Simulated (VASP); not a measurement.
# Pd in VASP: further runs

The runs below take Pd through single point, with PBE, HSE06.

All numbers are computed with VASP 6.6.1; they aren't measurements. Logs are shortened: lines on timing, memory, paths and dates and some standing lists are left out, and cuts for length are marked.

### 1 The cell of the first run

The typed cell holds 1 atom: a = 2.758 Å, b = 2.716 Å, c = 2.688 Å, α = 107.88°, β = 112.23°, γ = 107.94°.

### 2 Single point, PBE

Input file INCAR:

```
  ALGO = Fast
  EDIFF = 1E-6
  ENCUT = 520
  GGA = PE
  ISIF = 2
  ISMEAR = 0
  LASPH = True
  LCHARG = False
  LREAL = False
  LWAVE = False
  NBANDS = 11
  NELM = 80
  PREC = Accurate
  SIGMA = 0.1
```

Input file KPOINTS:

```
k-points
0
Gamma
  13 13 14
```

Input file POSCAR:

```
Pd
1.0
   -1.5991770000      1.5491200000      1.6284520000
    1.6029660000     -1.5085400000      1.5916620000
    1.5779050000      1.4872690000     -1.5878730000
Pd
1
Direct
    0.0129120000     -0.0010450000     -0.0121700000
```

Potentials or basis: VASP PAW PBE potentials, release 64 (Pd).

Command:

```bash
$ cat potpaw_PBE.64/Pd/POTCAR > POTCAR
$ mpirun -np 1 vasp_std > vasp.out
```

OUTCAR:

```text
EDIFF = 1E-6
   ENCUT = 520
   GGA = PE
   ISIF = 2
   ISMEAR = 0
   LASPH = True
   LREAL = False
   NELM = 80
   PREC = Accurate

 ion  position               nearest neighbor table
   1  0.013  0.999  0.988-

  LATTYP: Found a triclinic cell.
 ALAT       =     4.3686316433
 B/A-ratio  =     0.6151998263
 C/A-ratio  =     1.0373189644
 COS(alpha) =     0.0053648697
 COS(beta)  =     0.5188860681
 COS(gamma) =     0.8061225463

  Lattice vectors:

 A1 = (  -0.0250610000,   2.9958090000,  -3.1795350000)
 A2 = (   1.5779050000,   1.4872690000,  -1.5878730000)
 A3 = (  -3.1846600000,  -0.0193090000,  -3.2239030000)

Analysis of symmetry for initial positions (statically):
=====================================================================
 Subroutine PRICEL returns:
 Original cell was already a primitive cell.

 Routine SETGRP: Setting up the symmetry group for a
 triclinic supercell.

 Subroutine GETGRP returns: Found  2 space group operations
 (whereof  1 operations were pure point group operations)
 out of a pool of  2 trial point group operations.

The static configuration has the point symmetry C_1 .
 The point group associated with its full space group is S_2 .

Analysis of symmetry for dynamics (positions and initial velocities):
=====================================================================
 Subroutine PRICEL returns:
 Original cell was already a primitive cell.

 Routine SETGRP: Setting up the symmetry group for a
 triclinic supercell.

 Subroutine GETGRP returns: Found  2 space group operations
 (whereof  1 operations were pure point group operations)
 out of a pool of  2 trial point group operations.

The dynamic configuration has the point symmetry C_1 .
 The point group associated with its full space group is S_2 .

 Subroutine INISYM returns: Found  2 space group operations
 (whereof  1 operations are pure point group operations),
 and found     1 'primitive' translations

----------------------------------------------------------------------------------------

                                     Primitive cell

  volume of cell :      15.5471

  direct lattice vectors                    reciprocal lattice vectors
    -1.599177000  1.549120000  1.628452000     0.001810004  0.325255819  0.306446996
     1.602966000 -1.508540000  1.591662000     0.313996780 -0.001945861  0.310203064
     1.577905000  1.487269000 -1.587873000     0.316602302  0.331617412 -0.004551591

  length of vectors
     2.758440822  2.716354331  2.687581428     0.446882965  0.441388383  0.458506099

  position of ions in fractional coordinates (direct lattice)
     0.012912000  0.998955000  0.987830000

  ion indices of the primitive-cell ions
   primitive index   ion index
                 1           1

----------------------------------------------------------------------------------------

 KPOINTS: k-points

Automatic generation of k-mesh.
 Grid dimensions read from file:
 generate k-points for:   13   13   14

 Generating k-lattice:

  Cartesian coordinates                     Fractional coordinates (reciprocal lattice)
     0.000139231  0.025019678  0.023572846     0.076923077 -0.000000000  0.000000000
     0.024153598 -0.000149682  0.023861774     0.000000000  0.076923077  0.000000000
     0.022614450  0.023686958 -0.000325114    -0.000000000  0.000000000  0.071428571

  Length of vectors
     0.034375613  0.033952953  0.032750436

  Shift w.r.t. Gamma in fractional coordinates (k-lattice)
     0.000000000  0.000000000  0.000000000

 Subroutine IBZKPT returns following result:
 ===========================================

 Found   1184 irreducible k-points:

 Following reciprocal coordinates:
            Coordinates               Weight
  0.000000  0.000000  0.000000      1.000000
  0.076923  0.000000  0.000000      2.000000
  0.153846  0.000000  0.000000      2.000000
  0.230769  0.000000  0.000000      2.000000
  0.307692  0.000000  0.000000      2.000000
  0.384615 -0.000000  0.000000      2.000000
[... 16 lines left out ...]
  0.153846  0.153846  0.000000      2.000000
  0.230769  0.153846  0.000000      2.000000
 [... further k-points ...]
   k-points           NKPTS =   1184   k-points in BZ     NKDIM =   1184   number of bands    NBANDS=     11
   number of dos      NEDOS =    301   number of ions     NIONS =      1
   total plane-waves  NPLWV =   9600
   dimension x,y,z NGX =    24 NGY =   20 NGZ =   20
   dimension x,y,z NGXF=    48 NGYF=   40 NGZF=   40
   ions per type =               1
   NGX,Y,Z   is equivalent  to a cutoff of  14.46, 12.24, 12.37 a.u.
   NGXF,Y,Z  is equivalent  to a cutoff of  28.93, 24.48, 24.74 a.u.
 SYSTEM =  unknown system
   PREC   = accura    normal or accurate (medium, high low for compatibility)
   ISTART =      0    job   : 0-new  1-cont  2-samecut
   ICHARG =      2    charge: 1-file 2-atom 10-const
   ISPIN  =      1    spin polarized calculation?
   LNONCOLLINEAR =      F non collinear calculations
   LSORBIT =      F    spin-orbit coupling
   LASPH  =      T    aspherical Exc in radial PAW
   ENCUT  =  520.0 eV  38.22 Ry    6.18 a.u.   5.13  5.05  5.00*2*pi/ulx,y,z
   NELM   =     80;   NELMIN=  2; NELMDL= -5     # of ELM steps
   EDIFF  = 0.1E-05   stopping-criterion for ELM
   LREAL  =      F    real-space projection
   EDIFFG = 0.1E-04   stopping-criterion for IOM
   NSW    =      0    number of steps for IOM
   IBRION =     -1    ionic relax: 0-MD 1-quasi-New 2-CG
   NFREE  =      0    steps in history (QN), initial steepest desc. (CG)
   ISIF   =      2    stress and relaxation
   ISYM   =      2    0-nonsym 1-usesym 2-fastsym
   POTIM  = 0.5000    time-step for ionic-motion
   TEBEG  =    0.0;   TEEND  =   0.0 temperature during run
   PSTRESS=    0.0 pullay stress
   NELECT =      10.0000    total number of electrons
   NUPDOWN=      -1.0000    fix difference up-down
   EMIN   =  10.00;   EMAX   =-10.00  energy-range for DOS
   EFERMI =   0.00;   METHOD = LEGACY
   ISMEAR =     0;   SIGMA  =   0.10  broadening in eV -4-tet -1-fermi 0-gaus
   EFERMI_NEDOS =   21; number of points for ismear=-14 and -15
   IALGO  =     68    algorithm
   IMIX   =      4    mixing-type and parameters
     AMIX     =   0.40;   BMIX     =  1.00
     AMIX_MAG =   1.60;   BMIX_MAG =  1.00
  volume/ion in A,a.u.               =      15.55       104.92
  Fermi-wavevector in a.u.,A,eV,Ry     =   1.413160  2.670485 27.171121  1.997021
  Thomas-Fermi vector in A             =   2.534834
   LORBIT       =      0    0 simple, 1 ext, 2 COOP (PROOUT), +10 PAW based schemes
   GGA     = PE    functional components
   LHFCALC =     F    Hartree Fock is set to
   AEXX    =    0.0000 exact exchange contribution
   IVDW    =     0    specifies the selected vdW correction
   LEPSILON=     F    determine dielectric tensor
   LRPA    =     F    only Hartree local field effects (RPA)
 non-spin polarized calculation
 RMM-DIIS sequential band-by-band and
 Gauss-broadening in eV      SIGMA  =   0.10
  energy-cutoff  :      520.00
  volume of cell :       15.55
 maximum number of plane-waves:       432
 NGX is ok and might be reduce to    24
   NGX = 11   NGY = 11   NGZ =  9

 number of electron      10.0000000 magnetization

 Free energy of the ion-electron system (eV)
  ---------------------------------------------------
  ext. energy  EPLUGINS =         0.00000000
  ---------------------------------------------------
  free energy    TOTEN  =        -5.17254172 eV

  energy without entropy =       -5.16494563  energy(sigma->0) =       -5.16874368

 E-fermi :   8.9231     XC(G=0): -12.8519

 val. band max:        8.9226008010   @ k =  -0.4615   0.3846   0.2857
 cond. band min:       8.9239596335   @ k =   0.3846  -0.1538   0.2143
 fundamental gap:      0.0013588325
 Fermi energy:         8.9230835809

 k-point     1 :       0.0000    0.0000    0.0000
  band No.  band energies     occupation
      1       2.1898      2.00000
      2       5.9056      2.00000
      3       6.2987      2.00000
      4       6.4142      2.00000
      5       7.8176      2.00000
      6       8.2265      2.00000
      7      27.6996      0.00000
      8      27.9649      0.00000
      9      28.9538      0.00000
     10      36.1680      0.00000
     11      36.2233      0.00000

 k-point     2 :       0.0769    0.0000    0.0000
  band No.  band energies     occupation
      1       2.4023      2.00000
      2       5.8781      2.00000
      3       6.2793      2.00000
      4       6.5184      2.00000
      5       7.8243      2.00000
      6       8.1780      2.00000
      7      27.6282      0.00000
      8      28.2060      0.00000
      9      28.7307      0.00000
     10      34.3979      0.00000
     11      35.1966      0.00000

 k-point     3 :       0.1538    0.0000    0.0000
  band No.  band energies     occupation
      1       2.9924      2.00000
      2       5.7394      2.00000
      3       6.2361      2.00000
      4       6.8864      2.00000
      5       7.8460      2.00000
      6       8.1028      2.00000
      7      26.7698      0.00000
      8      27.9847      0.00000
      9      28.9264      0.00000
     10      33.2597      0.00000
     11      33.6586      0.00000

 k-point     4 :       0.2308    0.0000    0.0000
  band No.  band energies     occupation
      1       3.7401      2.00000
      2       5.5088      2.00000
      3       6.3413      2.00000
      4       7.4929      2.00000
      5       7.8844      2.00000
      6       8.1176      2.00000
      7      24.4676      0.00000
      8      26.8904      0.00000
      9      29.8984      0.00000
     10      31.3349      0.00000
     11      32.8224      0.00000
[... 239 lines left out ...]
 k-point    22 :       0.0769    0.1538    0.0000
  band No.  band energies     occupation
      1       3.4776      2.00000
      2       5.8689      2.00000
      3       6.0382      2.00000
      4       7.3542      2.00000
      5       7.5612      2.00000
      6       8.1903      2.00000
      7      25.4769      0.00000
      8      27.0143      0.00000
      9      29.7119      0.00000
     10      31.7171      0.00000
     11      33.3964      0.00000

 k-point    23 :       0.1538    0.1538    0.0000
  band No.  band energies     occupation
      1       4.1666      2.00000
      2       5.6942      2.00000
      3       5.9112      2.00000
      4       7.5979      2.00000
      5       8.0789      2.00000
      6       8.3264      2.00000
      7      24.4073      0.00000
      8      24.8417      0.00000
      9      29.5698      0.00000
     10      30.0507      0.00000
     11      34.4688      0.00000

 k-point    24 :       0.2308    0.1538    0.0000
  band No.  band energies     occupation
      1       4.5906      2.00000
      2       5.4322      2.00000
      3       6.2205      2.00000
      4       7.7832      2.00000
      5       8.2016      2.00000
      6       9.3574      0.00000
      7      21.9547      0.00000
      8      23.3968      0.00000
      9      27.8304      0.00000
     10      30.8991      0.00000
     11      35.4816      0.00000

 [... further k-points ...]

------------------------ aborting loop because EDIFF is reached ----------------------------------------

  FORCE on cell =-STRESS in cart. coord.  units (eV):
  Direction    XX          YY          ZZ          XY          YZ          ZX
  --------------------------------------------------------------------------------------
  -------------------------------------------------------------------------------------
  Total       -0.1039024     -0.1274365     -0.0714964      0.1342601     -0.2192196     -0.0495721
  in kB      -10.7074435    -13.1326923     -7.3679048     13.8358841    -22.5912084     -5.1085431
  external PRESSURE =     -10.4026802 kB  Pullay stress =       0.0000000 kB

 VOLUME and BASIS-vectors are now :
 -----------------------------------------------------------------------------
  energy-cutoff  :      520.00
  volume of cell :       15.55
      direct lattice vectors                 reciprocal lattice vectors
    -1.599177000  1.549120000  1.628452000     0.001810004  0.325255819  0.306446996
     1.602966000 -1.508540000  1.591662000     0.313996780 -0.001945861  0.310203064
     1.577905000  1.487269000 -1.587873000     0.316602302  0.331617412 -0.004551591

 POSITION                                       TOTAL-FORCE (eV/Angst)
 -----------------------------------------------------------------------------------
      3.13934     -0.01779      0.04248         0.000000     -0.000000      0.000000
 -----------------------------------------------------------------------------------
    total drift:                               -0.000002      0.000004     -0.000001

  FREE ENERGIE OF THE ION-ELECTRON SYSTEM (eV)
  ---------------------------------------------------
  free  energy   TOTEN  =        -5.1725417180 eV

  energy  without entropy=       -5.1649456342  energy(sigma->0) =       -5.16874368
```

Run time: 2.2 min. Hardware: 1 thread of Intel Xeon 8259CL, shared host; peak memory 0.3 GiB.

What came out:

```yaml
Free_energy: -5.1725 eV
Pressure: -1.0 GPa
Band_gap_on_the_k_mesh: zero (bands 5 and 6 overlap by 1.59 eV)
```

Stress tensor (GPa, compression positive):
```
-1.07  1.38 -0.51
 1.38 -1.31 -2.26
-0.51 -2.26 -0.74
```

Levels at points of the mesh, in eV from the Fermi level:
```csv
k point,band 3,band 4,band 5,band 6,band 7,band 8
"(0.00, 0.00, 0.00)",-2.62,-2.51,-1.11,-0.70,18.78,19.04
"(0.00, 0.00, 0.50)",-0.92,-0.52,0.60,1.78,7.96,14.59
```

### 3 Single point, HSE06

Input file POSCAR:

```
Pd
1.0
   -1.5722810000      1.5722810000      1.5722810000
    1.5722810000     -1.5722810000      1.5722810000
    1.5722810000      1.5722810000     -1.5722810000
Pd
1
Direct
    0.0000000000      0.0000000000      0.0000000000
```

Input file INCAR.step1:

```
PREC = Accurate
ENCUT = 520
EDIFF = 1E-5
ISMEAR = -1
SIGMA = 0.05
LREAL = False
LASPH = True
NELM = 80
ALGO = Normal
ISIF = 2
LWAVE = True
LCHARG = False
GGA = PE
NBANDS = 11
```

Input file INCAR.step2:

```
PREC = Accurate
ENCUT = 520
EDIFF = 1E-7
ISMEAR = -1
SIGMA = 0.05
LREAL = False
LASPH = True
NELM = 80
ALGO = Normal
ISIF = 2
LWAVE = False
LCHARG = False
GGA = PE
LHFCALC = True
HFSCREEN = 0.2079
PRECFOCK = Normal
ISTART = 1
NBANDS = 11
```

Input file KPOINTS:

```
regular mesh
0
Gamma
  6 6 6
```

Potentials or basis: VASP PAW PBE potentials, release 64 (Pd).

Command:

```bash
$ cat potpaw_PBE.64/Pd/POTCAR > POTCAR
$ cp INCAR.step1 INCAR
$ mpirun -np 1 vasp_std > vasp.out
$ cp INCAR.step2 INCAR
$ mpirun -np 1 vasp_std > vasp.out
```

Wall time 9.3 min (1 thread of Intel Xeon 8259CL, shared host); peak memory 0.23 GiB.

Results (log left out):

| Quantity | Value |
| --- | --- |
| Free energy | -5.9678 eV |
| Pressure | -6.3 GPa |
| Band gap on the k mesh | zero (bands 5 and 6 overlap by 2.15 eV) |

Levels at points of the mesh, in eV from the Fermi level:
```tsv
k point	band 3	band 4	band 5	band 6	band 7	band 8
(0.00, 0.00, 0.00)	-3.01	-3.01	-1.25	-1.25	21.11	21.11
(0.50, 0.00, 0.00)	-1.22	-0.94	0.90	2.42	9.17	16.75
(0.50, 0.50, 0.50)	0.53	0.53	0.53	10.64	10.64	10.64
```

Caveat: the k points lie up to 0.47 Å⁻¹ apart, too coarse for converged energies and pressures of a metal; the PAW data sets were made with another functional, which shifts forces and pressure a little.

### 4 Single point, PBE

Input file INCAR:

```
SYSTEM = Pd
ALGO = Fast ; EDIFF = 1E-7
ENCUT = 520 ; GGA = PE
ISIF = 2 ; ISMEAR = 0
LASPH = .True. ; LCHARG = .True.
LELF = .True. ; LREAL = .False.
LVHAR = .True. ; LWAVE = .False.
NBANDS = 11 ; NELM = 80
PREC = Accurate ; SIGMA = 0.1
```

Input file KPOINTS:

```
k-points
0
Gamma
  16 16 17
  0 0 0
```

Input file POSCAR:

```
Pd
1.0
   -1.5991770000      1.5491200000      1.6284520000
    1.6029660000     -1.5085400000      1.5916620000
    1.5779050000      1.4872690000     -1.5878730000
Pd
1
Direct
    0.0129120000     -0.0010450000     -0.0121700000
```

Command:

```bash
$ cat potpaw_PBE.64/Pd/POTCAR > POTCAR
$ mpirun -np 1 vasp_std > vasp.out
```

Wall time 4.5 min (1 thread of Intel Xeon 8259CL, shared host); peak memory 0.46 GiB.

It converged, with:

```
Free energy            : -5.1724 eV
Pressure               : -1.1 GPa
Band gap on the k mesh : zero (bands 5 and 6 overlap by 1.55 eV)
```

Stress tensor (GPa, compression positive):
```
-0.97  1.28 -0.53
 1.28 -1.77 -2.40
-0.53 -2.40 -0.60
```

Levels at points of the mesh, in eV from the Fermi level:
| k point | band 1 | band 2 | band 3 | band 4 | band 5 | band 6 | band 7 | band 8 | band 9 | band 10 |
| --- | --- | --- | --- | --- | --- | --- | --- | --- | --- | --- |
| (0.00, 0.00, 0.00) | -6.73 | -3.01 | -2.62 | -2.50 | -1.10 | -0.69 | 18.78 | 19.05 | 20.04 | 27.25 |
| (0.50, 0.00, 0.00) | -4.91 | -3.98 | -0.91 | -0.43 | 0.48 | 1.41 | 7.38 | 15.05 | 17.30 | 23.65 |
| (0.00, 0.50, 0.00) | -4.89 | -3.58 | -1.22 | -0.77 | 0.50 | 1.26 | 7.15 | 15.44 | 18.38 | 24.13 |
| (0.50, 0.50, 0.00) | -4.91 | -4.03 | -0.83 | -0.44 | 0.53 | 1.58 | 7.64 | 14.76 | 16.97 | 23.30 |

### 5 Single point, PBE

Input file INCAR:

```
PREC = Accurate
ENCUT = 520
EDIFF = 1E-6
ISMEAR = 0
SIGMA = 0.1
LREAL = F
LASPH = T
NELM = 60
ALGO = Fast
ISIF = 2
LWAVE = F
LCHARG = F
GGA = PE
NBANDS = 11
```

Input file KPOINTS:

```
regular mesh
0
Gamma
  19 19 20
```

POSCAR is that of step 4.

Command:

```bash
$ cat potpaw_PBE.64/Pd/POTCAR > POTCAR
$ mpirun -np 1 vasp_std > vasp.out
```

Run time: 5.7 min. Hardware: 1 thread of Intel Xeon 8259CL, shared host; peak memory 0.68 GiB.

The run converged. Its results:

- Free energy: -5.1732 eV
- Pressure: -1.1 GPa
- Band gap on the k mesh: zero (bands 5 and 6 overlap by 1.59 eV)

Stress tensor (GPa, compression positive):
```
-0.90  1.25 -0.47
 1.25 -1.84 -2.34
-0.47 -2.34 -0.55
```

Levels at points of the mesh, in eV from the Fermi level:
```tsv
k point	band 2	band 3	band 4	band 5	band 6	band 7	band 8	band 9
(0.00, 0.00, 0.00)	-3.01	-2.62	-2.50	-1.10	-0.68	18.79	19.05	20.04
(0.00, 0.00, 0.50)	-3.96	-0.91	-0.52	0.61	1.78	7.97	14.60	16.75
```

(Part 1 of 2 ends here.)
